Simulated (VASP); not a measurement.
# Si (P6_3/mmc) in VASP: a series of runs

Aim: see how the results for Si move with the level of theory and the settings. Levels: PBE, r2SCAN. Tasks: single point.

Everything below comes from runs of VASP 6.6.1. Logs are shortened: lines on timing, memory, paths and dates and some standing lists are left out, and cuts for length are marked.

## 1. The cell of the first run

Symmetry: P6_3/mmc, No. 194, hexagonal system. Conventional cell: a = 3.751 Å, b = 3.751 Å, c = 6.206 Å, α = 90.00°, β = 90.00°, γ = 120.00°. Within 3.0 Å of Si (site symmetry 3m) lie 4 Si at 2.30 to 2.32 Å.

This isn't the form of Si at room conditions, which is diamond.

## 2. Single point, PBE (strain -2.1%)

Input file INCAR:

```
PREC = Accurate ; ENCUT = 520
EDIFF = 1E-7 ; ISMEAR = -1
SIGMA = 0.02 ; LREAL = False
LASPH = True ; NELM = 60
ALGO = Normal ; ISIF = 2
LWAVE = False ; LCHARG = True
GGA = PE ; LELF = True
LVHAR = True ; NBANDS = 16
```

Input file KPOINTS:

```
Automatic mesh
0
Gamma
  12 12 4
```

Input file POSCAR:

```
Si
1.0
    3.7505051821      0.0000000000      0.0000000000
   -1.8752525911      3.2480327647      0.0000000000
    0.0000000000      0.0000000000      6.2061489674
Si
4
Direct
    0.3333333333      0.6666666667      0.0007257276
    0.6666666667      0.3333333333      0.5007257276
    0.3333333333      0.6666666667      0.3742742724
    0.6666666667      0.3333333333      0.8742742724
```

Potentials or basis: VASP PAW PBE potentials, release 64 (Si).

Run with:

```console
> cat potpaw_PBE.64/Si/POTCAR > POTCAR
> mpirun -np 1 vasp_std > vasp.out
```

OUTCAR:

```text
PREC = Accurate
   ENCUT = 520
   EDIFF = 1E-7
   ISMEAR = -1
   LREAL = False
   LASPH = True
   NELM = 60
   ISIF = 2
   GGA = PE

 ion  position               nearest neighbor table
   1  0.333  0.667  0.001-   4 2.30   4 2.30   4 2.30   3 2.32
   2  0.667  0.333  0.501-   3 2.30   3 2.30   3 2.30   4 2.32
   3  0.333  0.667  0.374-   2 2.30   2 2.30   2 2.30   1 2.32
   4  0.667  0.333  0.874-   1 2.30   1 2.30   1 2.30   2 2.32

  LATTYP: Found a hexagonal cell.
 ALAT       =     3.7505051821
 C/A-ratio  =     1.6547501379

  Lattice vectors:

 A1 = (   3.7505051821,   0.0000000000,   0.0000000000)
 A2 = (  -1.8752525911,   3.2480327647,   0.0000000000)
 A3 = (   0.0000000000,   0.0000000000,   6.2061489674)

Analysis of symmetry for initial positions (statically):
=====================================================================
 Subroutine PRICEL returns:
 Original cell was already a primitive cell.

 Routine SETGRP: Setting up the symmetry group for a
 hexagonal supercell.

 Subroutine GETGRP returns: Found 24 space group operations
 (whereof  6 operations were pure point group operations)
 out of a pool of 24 trial point group operations.

The static configuration has the point symmetry C_3v.
 The point group associated with its full space group is D_6h.

Analysis of symmetry for dynamics (positions and initial velocities):
=====================================================================
 Subroutine PRICEL returns:
 Original cell was already a primitive cell.

 Routine SETGRP: Setting up the symmetry group for a
 hexagonal supercell.

 Subroutine GETGRP returns: Found 24 space group operations
 (whereof  6 operations were pure point group operations)
 out of a pool of 24 trial point group operations.

The dynamic configuration has the point symmetry C_3v.
 The point group associated with its full space group is D_6h.

 Subroutine INISYM returns: Found 24 space group operations
 (whereof  6 operations are pure point group operations),
 and found     1 'primitive' translations

----------------------------------------------------------------------------------------

                                     Primitive cell

  volume of cell :      75.6018

  direct lattice vectors                    reciprocal lattice vectors
[... 90 lines left out ...]
   NELM   =     60;   NELMIN=  2; NELMDL= -5     # of ELM steps
   EDIFF  = 0.1E-06   stopping-criterion for ELM
   LREAL  =      F    real-space projection
   EDIFFG = 0.1E-05   stopping-criterion for IOM
   NSW    =      0    number of steps for IOM
   IBRION =     -1    ionic relax: 0-MD 1-quasi-New 2-CG
   NFREE  =      0    steps in history (QN), initial steepest desc. (CG)
   ISIF   =      2    stress and relaxation
   ISYM   =      2    0-nonsym 1-usesym 2-fastsym
   POTIM  = 0.5000    time-step for ionic-motion
   TEBEG  =    0.0;   TEEND  =   0.0 temperature during run
   PSTRESS=    0.0 pullay stress
   NELECT =      16.0000    total number of electrons
   NUPDOWN=      -1.0000    fix difference up-down
   EMIN   =  10.00;   EMAX   =-10.00  energy-range for DOS
   EFERMI =   0.00;   METHOD = LEGACY
   ISMEAR =    -1;   SIGMA  =   0.02  broadening in eV -4-tet -1-fermi 0-gaus
   EFERMI_NEDOS =   21; number of points for ismear=-14 and -15
   IALGO  =     38    algorithm
   IMIX   =      4    mixing-type and parameters
     AMIX     =   0.40;   BMIX     =  1.00
     AMIX_MAG =   1.60;   BMIX_MAG =  1.00
  volume/ion in A,a.u.               =      18.90       127.55
  Fermi-wavevector in a.u.,A,eV,Ry     =   0.975598  1.843612 12.949897  0.951791
  Thomas-Fermi vector in A             =   2.106150
   LORBIT       =      0    0 simple, 1 ext, 2 COOP (PROOUT), +10 PAW based schemes
   GGA     = PE    functional components
   LHFCALC =     F    Hartree Fock is set to
   AEXX    =    0.0000 exact exchange contribution
   IVDW    =     0    specifies the selected vdW correction
   LEPSILON=     F    determine dielectric tensor
   LRPA    =     F    only Hartree local field effects (RPA)
 non-spin polarized calculation
  energy-cutoff  :      520.00
  volume of cell :       75.60
 maximum number of plane-waves:      2050
 NGX is ok and might be reduce to    28
   NGX = 13   NGY = 13   NGZ = 23

 number of electron      15.9999999 magnetization

 Free energy of the ion-electron system (eV)
  ---------------------------------------------------
  ext. energy  EPLUGINS =         0.00000000
  ---------------------------------------------------
  free energy    TOTEN  =       -21.51169552 eV

  energy without entropy =      -21.51169256  energy(sigma->0) =      -21.51169404

 E-fermi :   6.8512     XC(G=0):  -9.6325

 val. band max:        6.7191632260   @ k =   0.0000   0.0000   0.0000
 cond. band min:       6.9916544764   @ k =   0.5000   0.0000   0.0000
 fundamental gap:      0.2724912504
 Fermi energy:         6.8511724305

 k-point     1 :       0.0000    0.0000    0.0000
  band No.  band energies     occupation
      1      -5.9558      2.00000
      2      -3.5137      2.00000
      3      -0.8555      2.00000
      4       5.1040      2.00000
      5       5.1040      2.00000
      6       6.3018      2.00000
[... 433 lines left out ...]
      3      -0.2293      2.00000
      4       1.5849      2.00000
      5       2.1352      2.00000
      6       3.9302      2.00000
[... 8 lines left out ...]
     15      13.8549      0.00000
     16      14.3046      0.00000

 [... further k-points ...]

------------------------ aborting loop because EDIFF is reached ----------------------------------------

  FORCE on cell =-STRESS in cart. coord.  units (eV):
  Direction    XX          YY          ZZ          XY          YZ          ZX
  --------------------------------------------------------------------------------------
  -------------------------------------------------------------------------------------
  Total        3.8237009      3.8237009      3.8570964     -0.0000000      0.0000000      0.0000000
  in kB       81.0330386     81.0330386     81.7407680     -0.0000000      0.0000000      0.0000000
  external PRESSURE =      81.2689484 kB  Pullay stress =       0.0000000 kB

 VOLUME and BASIS-vectors are now :
 -----------------------------------------------------------------------------
  energy-cutoff  :      520.00
  volume of cell :       75.60
      direct lattice vectors                 reciprocal lattice vectors
     3.750505182  0.000000000  0.000000000     0.266630747  0.153939334  0.000000000
    -1.875252591  3.248032765  0.000000000     0.000000000  0.307878668  0.000000000
     0.000000000  0.000000000  6.206148967     0.000000000  0.000000000  0.161130518

 POSITION                                       TOTAL-FORCE (eV/Angst)
 -----------------------------------------------------------------------------------
     -0.00000      2.16536      0.00450         0.000000      0.000000     -0.003547
      1.87525      1.08268      3.10758        -0.000000     -0.000000     -0.003547
     -0.00000      2.16536      2.32280         0.000000     -0.000000      0.003547
      1.87525      1.08268      5.42588        -0.000000      0.000000      0.003547
 -----------------------------------------------------------------------------------
    total drift:                               -0.000000      0.000000     -0.000000

  FREE ENERGIE OF THE ION-ELECTRON SYSTEM (eV)
  ---------------------------------------------------
  free  energy   TOTEN  =       -21.5116955249 eV

  energy  without entropy=      -21.5116925580  energy(sigma->0) =      -21.51169404
```

stdout:

```text
POSCAR found type information on POSCAR Si
 POSCAR found :  1 types and       4 ions
 scaLAPACK will be used
 LDA part: xc-table for (Slater+PW92), standard interpolation
 POSCAR, INCAR and KPOINTS ok, starting setup
 FFT: planning ... GRIDC
 FFT: planning ... GRID_SOFT
 FFT: planning ... GRID
 WAVECAR not read
 entering main loop
```

It took 88 s on 1 thread of Intel Xeon 8259CL, shared host; peak memory 0.2 GiB.

Results:

| Item | Value |
| --- | --- |
| Free energy | -21.5117 eV |
| Pressure | 8.1 GPa |
| Largest force | 0.004 eV/Å |
| Band gap on the k mesh | 0.27 eV (least direct gap 1.20 eV) |

Forces on the atoms (eV/Å):
```
Si   0.000  0.000 -0.004
Si   0.000  0.000 -0.004
Si   0.000  0.000  0.004
Si   0.000  0.000  0.004
```

Levels at points of the mesh, in eV from the valence-band top:
```tsv
k point	band 4	band 5	band 6	band 7	band 8	band 9	band 10	band 11	band 12	band 13
(0.00, 0.00, 0.00)	-1.62	-1.62	-0.42	0.00	0.00	1.20	1.95	1.95	2.39	4.22
(0.50, 0.00, 0.00)	-6.17	-4.98	-3.25	-3.25	-1.53	0.27	2.41	2.89	3.04	4.64
(0.00, 0.00, 0.50)	-4.41	-0.99	-0.99	-0.99	-0.99	1.98	1.98	2.96	2.96	2.96
(0.50, 0.00, 0.50)	-7.55	-2.61	-2.61	-2.58	-2.58	0.90	0.90	1.53	1.53	5.70
```

Caveat: the cell differs from its parent crystal (strain -2.1%); the cell stands under pressure. A k mesh can miss the band edges.

(Continued in part 2 of 2.)
